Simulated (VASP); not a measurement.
# Ti (P6/mmm) in VASP: a series of runs

Aim: see how the results for Ti move with the level of theory and the settings. Levels: BLYP+D3(BJ), PBEsol+D3(BJ), PBEsol. Tasks: single point.

Program: VASP 6.6.1. These are calculated values, not measurements. Logs are shortened: lines on timing, memory, paths and dates and some standing lists are left out, and cuts for length are marked.

**1. The cell of the first run**

Symmetry: P6/mmm, No. 191, hexagonal system. Conventional cell: a = 4.407 Å, b = 4.407 Å, c = 2.741 Å, α = 90.00°, β = 90.00°, γ = 120.00°. Within 3.6 Å of Ti (site symmetry 6/mmm) lie 14 Ti at 2.74 to 2.89 Å. Ti (site symmetry -6m2) has 11 Ti at 2.54 to 2.89 Å within 3.4 Å.

This isn't the form of Ti at room conditions, which is hcp.

**2. Single point, BLYP+D3(BJ)**

INCAR reads:

```
PREC = Accurate
ENCUT = 520
EDIFF = 1E-7
ISMEAR = -1
SIGMA = 0.05
LREAL = False
LASPH = True
NELM = 100
ALGO = Normal
ISIF = 2
LWAVE = False
LCHARG = False
GGA = B5
ALDAX = 1.0
AGGAX = 1.0
AGGAC = 1.0
ALDAC = 0.0
IVDW = 12
VDW_S6 = 1.0
VDW_S8 = 2.6996
VDW_A1 = 0.4298
VDW_A2 = 4.2359
NBANDS = 25
```

KPOINTS reads:

```
regular mesh
0
Gamma
  8 8 11
```

POSCAR reads:

```
Ti
1.0
    4.4072258589      0.0000000000      0.0000000000
   -2.2036129294      3.8167695540      0.0000000000
    0.0000000000      0.0000000000      2.7411547684
Ti
3
Direct
    0.0000000000      0.0000000000      0.0000000000
    0.3333333333      0.6666666667      0.5000000000
    0.6666666667      0.3333333333      0.5000000000
```

Potentials or basis: VASP PAW PBE potentials, release 64 (Ti_sv).

Command:

```
$ cat potpaw_PBE.64/Ti_sv/POTCAR > POTCAR
$ mpirun -np 1 vasp_std > vasp.out
```

OUTCAR:

```text
PREC = Accurate
   ENCUT = 520
   EDIFF = 1E-7
   ISMEAR = -1
   LREAL = False
   LASPH = True
   NELM = 100
   ISIF = 2
   GGA = B5
   IVDW = 12
 IVDW          = 12

 ion  position               nearest neighbor table
   1  0.000  0.000  0.000-   2 2.89   3 2.89   2 2.89   3 2.89   2 2.89   2 2.89   3 2.89   3 2.89
                             3 2.89   3 2.89   2 2.89   2 2.89
   2  0.333  0.667  0.500-   3 2.54   3 2.54   3 2.54   1 2.89   1 2.89   1 2.89   1 2.89   1 2.89
                             1 2.89
   3  0.667  0.333  0.500-   2 2.54   2 2.54   2 2.54   1 2.89   1 2.89   1 2.89   1 2.89   1 2.89
                             1 2.89

  LATTYP: Found a hexagonal cell.
 ALAT       =     4.4072258589
 C/A-ratio  =     0.6219682985

  Lattice vectors:

 A1 = (   4.4072258589,   0.0000000000,   0.0000000000)
 A2 = (  -2.2036129294,   3.8167695540,   0.0000000000)
 A3 = (   0.0000000000,   0.0000000000,   2.7411547684)

Analysis of symmetry for initial positions (statically):
=====================================================================
 Subroutine PRICEL returns:
 Original cell was already a primitive cell.

 Routine SETGRP: Setting up the symmetry group for a
 hexagonal supercell.

 Subroutine GETGRP returns: Found 24 space group operations
 (whereof 24 operations were pure point group operations)
 out of a pool of 24 trial point group operations.

The static configuration has the point symmetry D_6h.

Analysis of symmetry for dynamics (positions and initial velocities):
=====================================================================
 Subroutine PRICEL returns:
 Original cell was already a primitive cell.

 Routine SETGRP: Setting up the symmetry group for a
 hexagonal supercell.

 Subroutine GETGRP returns: Found 24 space group operations
 (whereof 24 operations were pure point group operations)
 out of a pool of 24 trial point group operations.

The dynamic configuration has the point symmetry D_6h.

 Subroutine INISYM returns: Found 24 space group operations
 (whereof 24 operations are pure point group operations),
 and found     1 'primitive' translations

----------------------------------------------------------------------------------------

                                     Primitive cell
[... 87 lines left out ...]
   ISPIN  =      1    spin polarized calculation?
   LNONCOLLINEAR =      F non collinear calculations
   LSORBIT =      F    spin-orbit coupling
   LASPH  =      T    aspherical Exc in radial PAW
   ENCUT  =  520.0 eV  38.22 Ry    6.18 a.u.   8.19  8.19  5.10*2*pi/ulx,y,z
   NELM   =    100;   NELMIN=  2; NELMDL= -5     # of ELM steps
   EDIFF  = 0.1E-06   stopping-criterion for ELM
   LREAL  =      F    real-space projection
   EDIFFG = 0.1E-05   stopping-criterion for IOM
   NSW    =      0    number of steps for IOM
   IBRION =     -1    ionic relax: 0-MD 1-quasi-New 2-CG
   NFREE  =      0    steps in history (QN), initial steepest desc. (CG)
   ISIF   =      2    stress and relaxation
   ISYM   =      2    0-nonsym 1-usesym 2-fastsym
   POTIM  = 0.5000    time-step for ionic-motion
   TEBEG  =    0.0;   TEEND  =   0.0 temperature during run
   PSTRESS=    0.0 pullay stress
   NELECT =      36.0000    total number of electrons
   NUPDOWN=      -1.0000    fix difference up-down
   EMIN   =  10.00;   EMAX   =-10.00  energy-range for DOS
   EFERMI =   0.00;   METHOD = LEGACY
   ISMEAR =    -1;   SIGMA  =   0.05  broadening in eV -4-tet -1-fermi 0-gaus
   EFERMI_NEDOS =   21; number of points for ismear=-14 and -15
   IALGO  =     38    algorithm
   IMIX   =      4    mixing-type and parameters
     AMIX     =   0.40;   BMIX     =  1.00
     AMIX_MAG =   1.60;   BMIX_MAG =  1.00
  volume/ion in A,a.u.               =      15.37       103.72
  Fermi-wavevector in a.u.,A,eV,Ry     =   1.507454  2.848675 30.918117  2.272418
  Thomas-Fermi vector in A             =   2.618038
   LORBIT       =      0    0 simple, 1 ext, 2 COOP (PROOUT), +10 PAW based schemes
   GGA     = B5    functional components
   LHFCALC =     F    Hartree Fock is set to
   AEXX    =    0.0000 exact exchange contribution
   IVDW    =    12    specifies the selected vdW correction
   LEPSILON=     F    determine dielectric tensor
   LRPA    =     F    only Hartree local field effects (RPA)
 non-spin polarized calculation
  energy-cutoff  :      520.00
  volume of cell :       46.11
 maximum number of plane-waves:      1264
 NGX is ok and might be reduce to    36
   NGX = 17   NGY = 17   NGZ = 11

 number of electron      36.0000001 magnetization

 Free energy of the ion-electron system (eV)
  ---------------------------------------------------
  ext. energy  EPLUGINS =         0.00000000
  ---------------------------------------------------
  free energy    TOTEN  =       -19.99790766 eV

  energy without entropy =      -19.97413617  energy(sigma->0) =      -19.98602192

 E-fermi :  10.0400     XC(G=0): -11.5376

 val. band max:       10.0304147664   @ k =   0.5000   0.0000   0.0000
 cond. band min:      10.0481352574   @ k =   0.2500   0.2500   0.3636
 fundamental gap:      0.0177204910
 Fermi energy:        10.0400075898

 k-point     1 :       0.0000    0.0000    0.0000
  band No.  band energies     occupation
      1     -46.4607      2.00000
      2     -46.1865      2.00000
      3     -45.9525      2.00000
      4     -22.9805      2.00000
      5     -22.9805      2.00000
      6     -22.9392      2.00000
[... 661 lines left out ...]
     24      12.3596      0.00000
     25      12.7775      0.00000

 [... further k-points ...]

------------------------ aborting loop because EDIFF is reached ----------------------------------------

 Edisp (eV)   -4.85059

 E8    (eV) :    -3.7051

  FORCE on cell =-STRESS in cart. coord.  units (eV):
  Direction    XX          YY          ZZ          XY          YZ          ZX
  --------------------------------------------------------------------------------------
  -------------------------------------------------------------------------------------
  Total      -0.04928    -0.04928    -0.04750    -0.00000     0.00000     0.00000
  in kB      -1.71231    -1.71231    -1.65040    -0.00000     0.00000     0.00000
  external pressure =       -1.69 kB  Pullay stress =        0.00 kB

 VOLUME and BASIS-vectors are now :
 -----------------------------------------------------------------------------
  energy-cutoff  :      520.00
  volume of cell :       46.11
      direct lattice vectors                 reciprocal lattice vectors
     4.407225859  0.000000000  0.000000000     0.226900103  0.131000835  0.000000000
    -2.203612929  3.816769554  0.000000000     0.000000000  0.262001671  0.000000000
     0.000000000  0.000000000  2.741154768     0.000000000  0.000000000  0.364809755

 POSITION                                       TOTAL-FORCE (eV/Angst)
 -----------------------------------------------------------------------------------
      0.00000      0.00000      0.00000        -0.000000     -0.000000     -0.000000
     -0.00000      2.54451      1.37058         0.000000     -0.000000      0.000000
      2.20361      1.27226      1.37058        -0.000000      0.000000     -0.000000
 -----------------------------------------------------------------------------------
    total drift:                                0.000000      0.000000     -0.000000

  FREE ENERGIE OF THE ION-ELECTRON SYSTEM (eV)
  ---------------------------------------------------
  free  energy   TOTEN  =       -24.8484928924 eV

  energy  without entropy=      -24.8247214006  energy(sigma->0) =      -24.83660715
```

OSZICAR:

```text
N       E                     dE             d eps       ncg     rms          rms(c)
DAV:   1     0.438916731940E+03    0.43892E+03   -0.18633E+04  3000   0.184E+03
DAV:   2     0.271131733120E+02   -0.41180E+03   -0.40490E+03  3051   0.522E+02
DAV:   3    -0.186424167657E+02   -0.45756E+02   -0.44615E+02  5437   0.149E+02
DAV:   4    -0.219491520700E+02   -0.33067E+01   -0.32880E+01  4178   0.384E+01
DAV:   5    -0.220863049234E+02   -0.13715E+00   -0.13707E+00  4720   0.654E+00    0.160E+01
DAV:   6    -0.199980394213E+02    0.20883E+01   -0.80360E+00  4016   0.292E+01    0.503E+00
DAV:   7    -0.204085436528E+02   -0.41050E+00   -0.47758E+00  4440   0.200E+01    0.585E+00
DAV:   8    -0.199578981587E+02    0.45065E+00   -0.22726E+00  4703   0.102E+01    0.224E+00
DAV:   9    -0.200001700222E+02   -0.42272E-01   -0.22818E-01  3669   0.466E+00    0.588E-01
DAV:  10    -0.199973739379E+02    0.27961E-02   -0.22443E-02  4098   0.143E+00    0.156E-01
DAV:  11    -0.199980016937E+02   -0.62776E-03   -0.41370E-03  4073   0.378E-01    0.653E-02
DAV:  12    -0.199979219058E+02    0.79788E-04   -0.27309E-04  4347   0.147E-01    0.325E-02
DAV:  13    -0.199979071776E+02    0.14728E-04   -0.44042E-05  3388   0.618E-02    0.627E-03
DAV:  14    -0.199979067630E+02    0.41461E-06   -0.55879E-06  5021   0.224E-02    0.273E-03
DAV:  15    -0.199979077939E+02   -0.10309E-05   -0.66269E-07  4241   0.865E-03    0.121E-03
DAV:  16    -0.199979076771E+02    0.11684E-06   -0.12074E-07  2171   0.400E-03    0.281E-04
DAV:  17    -0.199979076646E+02    0.12470E-07   -0.19667E-08  1789   0.145E-03
   1 F= -.24848493E+02 E0= -.24836607E+02  d E =-.237715E-01
```

It took 72 s on 1 thread of Intel Xeon Platinum 8259CL at 2.50GHz (Skylake/Cascade Lake), shared host; peak memory 0.2 GiB.

What came out:

* Free energy: -24.8485 eV
* Pressure: -0.2 GPa
* Band gap on the k mesh: zero (bands 18 and 19 overlap by 0.40 eV)
* Dispersion energy per atom: -1.617 eV

Levels at points of the mesh, in eV from the Fermi level:
```
           k point  band 15  band 16  band 17  band 18  band 19  band 20  band 21  band 22
(0.00, 0.00, 0.00)    -0.67    -0.67    -0.58    -0.58     0.01     0.71     1.35     1.35
(0.50, 0.00, 0.00)    -2.84    -0.55    -0.53    -0.45    -0.01     0.59     1.00     1.73
```

Caveat: the dispersion term is far too large for a dense solid, which distorts pressure and volume; the PAW data sets were made with another functional, which shifts forces and pressure a little.

**3. Single point, PBEsol+D3(BJ)**

This run uses another cell than the first one, of 15.62 Å³/atom.

INCAR reads:

```
SYSTEM = Ti
PREC = Accurate
ENCUT = 520
EDIFF = 1E-7
ISMEAR = -1
SIGMA = 0.05
LREAL = .FALSE.
LASPH = .TRUE.
NELM = 100
ALGO = Normal
ISIF = 2
LWAVE = .FALSE.
LCHARG = .TRUE.
GGA = PS
IVDW = 12
LELF = .TRUE.
LVHAR = .TRUE.
NBANDS = 25
```

KPOINTS reads:

```
Automatic mesh
0
G
  8 8 11
  0 0 0
```

POSCAR reads:

```
Ti
1.0
    4.4341003074      0.0000000000      0.0000000000
   -2.2170501537      3.8400435092      0.0000000000
    0.0000000000      0.0000000000      2.7526604018
Ti
3
Direct
    0.0000000000      0.0000000000      0.0000000000
    0.3333333333      0.6666666667      0.5000000000
    0.6666666667      0.3333333333      0.5000000000
```

Potentials or basis: VASP PAW PBE potentials, release 64 (Ti_sv).

Command:

```
$ cat potpaw_PBE.64/Ti_sv/POTCAR > POTCAR
$ mpirun -np 1 vasp_std > vasp.out
```

Wall time 59 s (1 thread of Intel Xeon Platinum 8259CL at 2.50GHz (Skylake/Cascade Lake), shared host); peak memory 0.2 GiB.

Results (log left out):

```
Free energy                : -27.0250 eV
Pressure                   : -0.3 GPa
Band gap on the k mesh     : zero (bands 18 and 19 overlap by 0.40 eV)
Dispersion energy per atom : -0.668 eV
```

Levels at points of the mesh, in eV from the Fermi level:
| k point | band 14 | band 15 | band 16 | band 17 | band 18 | band 19 | band 20 | band 21 | band 22 | band 23 |
| --- | --- | --- | --- | --- | --- | --- | --- | --- | --- | --- |
| (0.00, 0.00, 0.00) | -2.22 | -0.72 | -0.72 | -0.62 | -0.62 | 0.00 | 0.74 | 1.40 | 1.40 | 1.97 |
| (0.50, 0.00, 0.00) | -3.58 | -2.87 | -0.51 | -0.49 | -0.41 | 0.02 | 0.60 | 1.07 | 1.45 | 2.09 |

Caveat: the PAW data sets were made with another functional, which shifts forces and pressure a little.

**4. Single point, PBEsol**

This run uses another cell than the first one, of 16.47 Å³/atom.

INCAR reads:

```
SYSTEM = Ti
PREC     = Accurate       ! precision mode
ENCUT    = 520            ! plane-wave cutoff, eV
EDIFF    = 1E-7           ! SCF threshold, eV
ISMEAR   = -1             ! smearing method
SIGMA    = 0.05           ! smearing width, eV
LREAL    = .False.        ! projectors in reciprocal space
LASPH    = .True.         ! aspherical terms in the spheres
NELM     = 80             ! most SCF steps
ALGO     = Normal         ! electronic algorithm
ISIF     = 2              ! what is computed and relaxed
LWAVE    = .False.        ! write WAVECAR
LCHARG   = .False.        ! write CHGCAR
GGA      = PS             ! functional
NBANDS   = 25             ! bands
```

KPOINTS reads:

```
Automatic mesh
0
Gamma
  8 8 11
  0 0 0
```

POSCAR reads:

```
Ti
1.0
    4.5159988964      0.0000000000      0.0000000000
   -2.2579994482      3.9109697678      0.0000000000
    0.0000000000      0.0000000000      2.7973522342
Ti
3
Direct
    0.0000000000      0.0000000000      0.0000000000
    0.3333333333      0.6666666667      0.5000000000
    0.6666666667      0.3333333333      0.5000000000
```

Command:

```
$ cat potpaw_PBE.64/Ti_sv/POTCAR > POTCAR
$ mpirun -np 1 vasp_std > vasp.out
```

It took 65 s on 1 thread of Intel Xeon Platinum 8259CL at 2.50GHz (Skylake/Cascade Lake), shared host; peak memory 0.2 GiB.

The run converged. Its results:

```yaml
Free_energy: -25.0707 eV
Pressure: -0.3 GPa
Band_gap_on_the_k_mesh: zero (bands 18 and 19 overlap by 0.35 eV)
```

Levels at points of the mesh, in eV from the Fermi level:
| k point | band 15 | band 16 | band 17 | band 18 | band 19 | band 20 | band 21 | band 22 |
| --- | --- | --- | --- | --- | --- | --- | --- | --- |
| (0.00, 0.00, 0.00) | -0.71 | -0.71 | -0.61 | -0.61 | -0.02 | 0.70 | 1.34 | 1.34 |
| (0.50, 0.00, 0.00) | -2.73 | -0.45 | -0.43 | -0.37 | 0.05 | 0.56 | 1.06 | 1.25 |

Caveat: the PAW data sets were made with another functional, which shifts forces and pressure a little.

**5. The runs side by side**

| level | cell | gap on the mesh (eV) | pressure (GPa) |
| --- | --- | --- | --- |
| BLYP+D3(BJ) | a = 4.407, b = 4.407, c = 2.741 Å, angles 90.0, 90.0, 120.0°, 3 atoms | none | -0.2 |
| PBEsol+D3(BJ) | a = 4.434, b = 4.434, c = 2.753 Å, angles 90.0, 90.0, 120.0°, 3 atoms | none | -0.3 |
| PBEsol | a = 4.516, b = 4.516, c = 2.797 Å, angles 90.0, 90.0, 120.0°, 3 atoms | none | -0.3 |

Alike in all rows: task single point; potentials or basis VASP PAW PBE potentials, release 64 (Ti_sv); no spin polarisation; k mesh 8 × 8 × 11; cutoff (eV) 520; smearing fermi-dirac 0.05 eV.

Caveats: the PAW data sets were made with another functional, which shifts forces and pressure a little; the dispersion term is far too large for a dense solid, which distorts pressure and volume (at least some runs).

Absolute energies hang on the potentials; compare differences alone.

The gap in the log of VASP goes by the Fermi energy; the results here count the filled bands.